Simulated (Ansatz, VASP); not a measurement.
One calculation of Pb, two programs

```
Pb
1.0
     5.66611    0.00000    0.00000
    -2.83306    4.90700    0.00000
     0.00000    0.00000    3.35900
Pb
3
Direct
  0.00000 0.00000 0.00000
  0.33333 0.66667 0.50000
  0.66667 0.33333 0.50000
```

Alike in both runs: functional r2SCAN; k mesh 6 × 6 × 8; occupations gaussian, width 0.1 eV; no spin polarisation.

Ansatz relaxed the structure, and its values are those at the end. VASP's run is a single point on that final structure, the one shown.

```csv
,VASP,Ansatz
version,VASP 6.6.1,Ansatz 0.2.0
potentials or method,"VASP PAW PBE potentials, release 64 (Pb_d), cutoff 520 eV","scalar-relativistic, plane waves, PAW"
valence electrons in the cell,42,42
```

|  | VASP | Ansatz | Ansatz less VASP |
| --- | --- | --- | --- |
| gap on the k mesh at the Fermi level (eV) | none | none | - |
| pressure (GPa) | -0.1 | -0.1 | 0.00 |

VASP's potentials were made for PBE, not for r2SCAN. A gap of «none» marks a metal or a gap that the smearing closes.

Neither program's run includes spin-orbit coupling.
